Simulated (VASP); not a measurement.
# CdSe (F-43m) in VASP: notebook

The runs below take CdSe through electric field gradients, with LDA.

All numbers are computed with VASP 6.6.1; they aren't measurements. Logs are shortened: lines on timing, memory, paths and dates and some standing lists are left out, and cuts for length are marked.

## (1) The cell of the first run

Symmetry: F-43m, No. 216, cubic system. Conventional cell: a = 6.016 Å, b = 6.016 Å, c = 6.016 Å, α = 90.00°, β = 90.00°, γ = 90.00°. Cd (site symmetry -43m) has 4 Se at 2.61 Å within 3.4 Å. Se (site symmetry -43m) has 4 Cd at 2.61 Å within 3.4 Å.

## (2) Electric field gradients, LDA (volume scaled by 0.9405)

INCAR

```
SYSTEM = CdSe
ALGO = Normal ; EDIFF = 1E-8
ENCUT = 520 ; GGA = CA
ISIF = 2 ; ISMEAR = -1
LASPH = .TRUE. ; LCHARG = .FALSE.
LEFG = .TRUE. ; LREAL = .FALSE.
LWAVE = .FALSE. ; NBANDS = 16
NELM = 60 ; PREC = Accurate
SIGMA = 0.03
```

KPOINTS

```
k-points
0
G
  8 8 8
  0 0 0
```

POSCAR

```
CdSe
1.0
    0.0000000000      3.0081281831      3.0081281831
    3.0081281831      0.0000000000      3.0081281831
    3.0081281831      3.0081281831      0.0000000000
Cd Se
1 1
Direct
    0.0000000000      0.0000000000      0.0000000000
    0.2500000000      0.2500000000      0.2500000000
```

Potentials or basis: VASP PAW LDA potentials, release 64 (Cd, Se).

On the command line:

```sh
$ cat potpaw_LDA.64/Cd/POTCAR potpaw_LDA.64/Se/POTCAR > POTCAR
$ mpirun -np 1 vasp_std > vasp.out
```

OUTCAR:

```text
SYSTEM = CdSe
   EDIFF = 1E-8
   ENCUT = 520
   GGA = CA
   ISIF = 2
   ISMEAR = -1
   LASPH = .TRUE.
   LREAL = .FALSE.
   NELM = 60
   PREC = Accurate

 ion  position               nearest neighbor table
   1  0.000  0.000  0.000-   2 2.61   2 2.61   2 2.61   2 2.61
   2  0.250  0.250  0.250-   1 2.61   1 2.61   1 2.61   1 2.61

  LATTYP: Found a face centered cubic cell.
 ALAT       =     6.0162563662

  Lattice vectors:

 A1 = (   0.0000000000,   3.0081281831,   3.0081281831)
 A2 = (   3.0081281831,   0.0000000000,   3.0081281831)
 A3 = (   3.0081281831,   3.0081281831,   0.0000000000)

Analysis of symmetry for initial positions (statically):
=====================================================================
 Subroutine PRICEL returns:
 Original cell was already a primitive cell.

 Routine SETGRP: Setting up the symmetry group for a
 face centered cubic supercell.

 Subroutine GETGRP returns: Found 24 space group operations
 (whereof 24 operations were pure point group operations)
 out of a pool of 48 trial point group operations.

The static configuration has the point symmetry T_d .

Analysis of symmetry for dynamics (positions and initial velocities):
=====================================================================
 Subroutine PRICEL returns:
 Original cell was already a primitive cell.

 Routine SETGRP: Setting up the symmetry group for a
 face centered cubic supercell.

 Subroutine GETGRP returns: Found 24 space group operations
 (whereof 24 operations were pure point group operations)
 out of a pool of 48 trial point group operations.

The dynamic configuration has the point symmetry T_d .

 Subroutine INISYM returns: Found 24 space group operations
 (whereof 24 operations are pure point group operations),
 and found     1 'primitive' translations

----------------------------------------------------------------------------------------

                                     Primitive cell

  volume of cell :      54.4401

  direct lattice vectors                    reciprocal lattice vectors
     0.000000000  3.008128183  3.008128183    -0.166216321  0.166216321  0.166216321
     3.008128183  0.000000000  3.008128183     0.166216321 -0.166216321  0.166216321
     3.008128183  3.008128183  0.000000000     0.166216321  0.166216321 -0.166216321

  length of vectors
     4.254135674  4.254135674  4.254135674     0.287895113  0.287895113  0.287895113

  position of ions in fractional coordinates (direct lattice)
     0.000000000  0.000000000  0.000000000
     0.250000000  0.250000000  0.250000000

  ion indices of the primitive-cell ions
   primitive index   ion index
                 1           1
                 2           2

----------------------------------------------------------------------------------------

 KPOINTS: k-points

Automatic generation of k-mesh.
 Grid dimensions read from file:
 generate k-points for:    8    8    8

 Generating k-lattice:

  Cartesian coordinates                     Fractional coordinates (reciprocal lattice)
    -0.020777040  0.020777040  0.020777040     0.125000000  0.000000000  0.000000000
     0.020777040 -0.020777040  0.020777040     0.000000000  0.125000000  0.000000000
     0.020777040  0.020777040 -0.020777040     0.000000000  0.000000000  0.125000000

  Length of vectors
     0.035986889  0.035986889  0.035986889

  Shift w.r.t. Gamma in fractional coordinates (k-lattice)
     0.000000000  0.000000000  0.000000000

 Subroutine IBZKPT returns following result:
 ===========================================

 Found     29 irreducible k-points:

 Following reciprocal coordinates:
            Coordinates               Weight
  0.000000  0.000000  0.000000      1.000000
  0.125000  0.000000  0.000000      8.000000
  0.250000  0.000000  0.000000      8.000000
  0.375000  0.000000  0.000000      8.000000
  0.500000  0.000000  0.000000      4.000000
  0.125000  0.125000  0.000000      6.000000
[... 16 lines left out ...]
  0.500000  0.250000  0.125000     48.000000
 -0.375000  0.250000  0.125000     24.000000
 [... further k-points ...]
   k-points           NKPTS =     29   k-points in BZ     NKDIM =     29   number of bands    NBANDS=     16
   number of dos      NEDOS =    301   number of ions     NIONS =      2
   total plane-waves  NPLWV =  32768
   dimension x,y,z NGX =    32 NGY =   32 NGZ =   32
   dimension x,y,z NGXF=    64 NGYF=   64 NGZF=   64
   ions per type =               1   1
   NGX,Y,Z   is equivalent  to a cutoff of  12.51, 12.51, 12.51 a.u.
   NGXF,Y,Z  is equivalent  to a cutoff of  25.01, 25.01, 25.01 a.u.
 SYSTEM =  CdSe
   PREC   = accura    normal or accurate (medium, high low for compatibility)
   ISTART =      0    job   : 0-new  1-cont  2-samecut
   ICHARG =      2    charge: 1-file 2-atom 10-const
   ISPIN  =      1    spin polarized calculation?
   LNONCOLLINEAR =      F non collinear calculations
   LSORBIT =      F    spin-orbit coupling
   LASPH  =      T    aspherical Exc in radial PAW
   ENCUT  =  520.0 eV  38.22 Ry    6.18 a.u.   7.91  7.91  7.91*2*pi/ulx,y,z
   NELM   =     60;   NELMIN=  2; NELMDL= -5     # of ELM steps
   EDIFF  = 0.1E-07   stopping-criterion for ELM
   LREAL  =      F    real-space projection
   EDIFFG = 0.1E-06   stopping-criterion for IOM
   NSW    =      0    number of steps for IOM
   IBRION =     -1    ionic relax: 0-MD 1-quasi-New 2-CG
   NFREE  =      0    steps in history (QN), initial steepest desc. (CG)
   ISIF   =      2    stress and relaxation
   ISYM   =      2    0-nonsym 1-usesym 2-fastsym
   POTIM  = 0.5000    time-step for ionic-motion
   TEBEG  =    0.0;   TEEND  =   0.0 temperature during run
   PSTRESS=    0.0 pullay stress
   NELECT =      18.0000    total number of electrons
   NUPDOWN=      -1.0000    fix difference up-down
   EMIN   =  10.00;   EMAX   =-10.00  energy-range for DOS
   EFERMI =   0.00;   METHOD = LEGACY
   ISMEAR =    -1;   SIGMA  =   0.03  broadening in eV -4-tet -1-fermi 0-gaus
   EFERMI_NEDOS =   21; number of points for ismear=-14 and -15
   IALGO  =     38    algorithm
   IMIX   =      4    mixing-type and parameters
     AMIX     =   0.40;   BMIX     =  1.00
     AMIX_MAG =   1.60;   BMIX_MAG =  1.00
  volume/ion in A,a.u.               =      27.22       183.69
  Fermi-wavevector in a.u.,A,eV,Ry     =   1.132034  2.139233 17.435868  1.281500
  Thomas-Fermi vector in A             =   2.268734
   LORBIT       =      0    0 simple, 1 ext, 2 COOP (PROOUT), +10 PAW based schemes
   GGA     = CA    functional components
   LHFCALC =     F    Hartree Fock is set to
   AEXX    =    0.0000 exact exchange contribution
   IVDW    =     0    specifies the selected vdW correction
   LEPSILON=     F    determine dielectric tensor
   LRPA    =     F    only Hartree local field effects (RPA)
 non-spin polarized calculation
  energy-cutoff  :      520.00
  volume of cell :       54.44
 maximum number of plane-waves:      1480
   NGX = 15   NGY = 15   NGZ = 15

 number of electron      17.9999994 magnetization

 Free energy of the ion-electron system (eV)
  ---------------------------------------------------
  ext. energy  EPLUGINS =         0.00000000
  ---------------------------------------------------
  free energy    TOTEN  =        -6.76200890 eV

  energy without entropy =       -6.76200621  energy(sigma->0) =       -6.76200755

 E-fermi :   1.3183     XC(G=0):  -9.4359

 val. band max:        1.0861032583   @ k =   0.0000   0.0000   0.0000
 cond. band min:       1.5157288804   @ k =   0.0000   0.0000   0.0000
 fundamental gap:      0.4296256221
 Fermi energy:         1.3183001030

 k-point     1 :       0.0000    0.0000    0.0000
  band No.  band energies     occupation
      1     -11.7512      2.00000
      2      -6.9864      2.00000
      3      -6.9864      2.00000
      4      -6.9864      2.00000
      5      -6.5703      2.00000
      6      -6.5703      2.00000
[... 8 lines left out ...]
     15      12.2534      0.00000
     16      12.2534      0.00000

 k-point     2 :       0.1250    0.0000    0.0000
  band No.  band energies     occupation
      1     -11.6923      2.00000
      2      -6.9674      2.00000
      3      -6.9674      2.00000
      4      -6.9383      2.00000
      5      -6.5716      2.00000
      6      -6.5716      2.00000
[... 8 lines left out ...]
     15      11.3830      0.00000
     16      11.4381      0.00000
[... 387 lines left out ...]
      5      -6.5467      2.00000
      6      -6.3226      2.00000
[... 8 lines left out ...]
     15      12.9511      0.00000
     16      13.6571      0.00000

 k-point    24 :      -0.3750    0.2500    0.1250
  band No.  band energies     occupation
      1     -11.2773      2.00000
      2      -6.8450      2.00000
      3      -6.8155      2.00000
      4      -6.5951      2.00000
      5      -6.5531      2.00000
      6      -6.1558      2.00000
[... 8 lines left out ...]
     15      12.6973      0.00000
     16      13.7086      0.00000

 [... further k-points ...]
[... 5 lines left out ...]
  --------------------------------------------------------------------------------------
  -------------------------------------------------------------------------------------
  Total        0.0805060      0.0805060      0.0805060      0.0000000     -0.0000000      0.0000000
  in kB        2.3692985      2.3692985      2.3692985      0.0000000     -0.0000000      0.0000000
  external PRESSURE =       2.3692985 kB  Pullay stress =       0.0000000 kB

 VOLUME and BASIS-vectors are now :
 -----------------------------------------------------------------------------
  energy-cutoff  :      520.00
  volume of cell :       54.44
      direct lattice vectors                 reciprocal lattice vectors
     0.000000000  3.008128183  3.008128183    -0.166216321  0.166216321  0.166216321
     3.008128183  0.000000000  3.008128183     0.166216321 -0.166216321  0.166216321
     3.008128183  3.008128183  0.000000000     0.166216321  0.166216321 -0.166216321

 POSITION                                       TOTAL-FORCE (eV/Angst)
 -----------------------------------------------------------------------------------
      0.00000      0.00000      0.00000        -0.000000     -0.000000     -0.000000
      1.50406      1.50406      1.50406         0.000000      0.000000      0.000000
 -----------------------------------------------------------------------------------
    total drift:                                0.000000      0.000000     -0.000000

  FREE ENERGIE OF THE ION-ELECTRON SYSTEM (eV)
  ---------------------------------------------------
  free  energy   TOTEN  =        -6.7620088984 eV

  energy  without entropy=       -6.7620062056  energy(sigma->0) =       -6.76200755

 Electric field gradients (V/A^2)
---------------------------------------------------------------------
 ion       V_xx      V_yy      V_zz      V_xy      V_xz      V_yz
---------------------------------------------------------------------
   1       0.000     0.000    -0.000    -0.000    -0.000    -0.000
   2      -0.000    -0.000     0.000     0.000     0.000     0.000
---------------------------------------------------------------------

 Electric field gradients after diagonalization (V/A^2)
 (convention: |V_zz| > |V_xx| > |V_yy|)
----------------------------------------------------------------------
 ion       V_xx      V_yy      V_zz     asymmetry (V_yy - V_xx)/ V_zz
----------------------------------------------------------------------
   1       0.000     0.000    -0.001       0.000
   2      -0.000    -0.000     0.000       0.000
----------------------------------------------------------------------

           NMR quadrupolar parameters

 Cq : quadrupolar parameter    Cq=e*Q*V_zz/h
 eta: asymmetry parameters     (V_yy - V_xx)/ V_zz
 Q  : nuclear electric quadrupole moment in mb (millibarn)
----------------------------------------------------------------------
 ion       Cq(MHz)       eta       Q (mb)
----------------------------------------------------------------------
   1      -0.000       0.000       1.000
   2       0.000       0.000       1.000
----------------------------------------------------------------------
```

It used 14 s of CPU time on 1 thread of Intel Xeon 6975P-C (shared host).

Results:

* Free energy: -6.7620 eV
* Pressure: 0.2 GPa
* Band gap on the k mesh: 0.43 eV, direct

Caveat: without QUAD_EFG the Cq values of the log hold for a quadrupole moment of 1 mb, not for the nuclei.

## (3) Electric field gradients, LDA (volume scaled by 0.9405)

INCAR

```
  PREC = Accurate
  ENCUT = 520
  EDIFF = 1E-8
  ISMEAR = -1
  SIGMA = 0.03
  LREAL = False
  LASPH = True
  NELM = 60
  ALGO = Normal
  ISIF = 2
  LWAVE = False
  LCHARG = False
  GGA = CA
  LEFG = True
  NBANDS = 16
```

KPOINTS

```
regular mesh
0
Gamma
  8 8 8
```

POSCAR is that of step 2.

Potentials or basis: VASP PAW LDA potentials, release 64 (Cd, Se).

On the command line:

```sh
$ cat potpaw_LDA.64/Cd/POTCAR potpaw_LDA.64/Se/POTCAR > POTCAR
$ mpirun -np 1 vasp_std > vasp.out
```

OUTCAR:

```text
PREC = Accurate
   ENCUT = 520
   EDIFF = 1E-8
   ISMEAR = -1
   LREAL = False
   LASPH = True
   NELM = 60
   ISIF = 2
   GGA = CA

 ion  position               nearest neighbor table
   1  0.000  0.000  0.000-   2 2.61   2 2.61   2 2.61   2 2.61
   2  0.250  0.250  0.250-   1 2.61   1 2.61   1 2.61   1 2.61

  LATTYP: Found a face centered cubic cell.
 ALAT       =     6.0162563662

  Lattice vectors:

 A1 = (   0.0000000000,   3.0081281831,   3.0081281831)
 A2 = (   3.0081281831,   0.0000000000,   3.0081281831)
[... 666 lines left out ...]
  FREE ENERGIE OF THE ION-ELECTRON SYSTEM (eV)
  ---------------------------------------------------
  free  energy   TOTEN  =        -6.7620088984 eV

  energy  without entropy=       -6.7620062056  energy(sigma->0) =       -6.76200755

 Electric field gradients (V/A^2)
---------------------------------------------------------------------
 ion       V_xx      V_yy      V_zz      V_xy      V_xz      V_yz
---------------------------------------------------------------------
   1       0.000     0.000    -0.000    -0.000    -0.000    -0.000
   2      -0.000    -0.000     0.000     0.000     0.000     0.000
---------------------------------------------------------------------

 Electric field gradients after diagonalization (V/A^2)
 (convention: |V_zz| > |V_xx| > |V_yy|)
----------------------------------------------------------------------
 ion       V_xx      V_yy      V_zz     asymmetry (V_yy - V_xx)/ V_zz
----------------------------------------------------------------------
   1       0.000     0.000    -0.001       0.000
   2      -0.000    -0.000     0.000       0.000
----------------------------------------------------------------------

           NMR quadrupolar parameters

 Cq : quadrupolar parameter    Cq=e*Q*V_zz/h
 eta: asymmetry parameters     (V_yy - V_xx)/ V_zz
 Q  : nuclear electric quadrupole moment in mb (millibarn)
----------------------------------------------------------------------
 ion       Cq(MHz)       eta       Q (mb)
----------------------------------------------------------------------
   1      -0.000       0.000       1.000
   2       0.000       0.000       1.000
----------------------------------------------------------------------
```

It used 13 s of CPU time on 1 thread of Intel Xeon 6975P-C, with other jobs on the host.

What came out:

| Quantity | Value |
| --- | --- |
| Free energy | -6.7620 eV |
| Pressure | 0.2 GPa |
| Band gap on the k mesh | 0.43 eV, direct |

Caveat: without QUAD_EFG the Cq values of the log hold for a quadrupole moment of 1 mb, not for the nuclei.

(Part 1 of 2 ends here.)
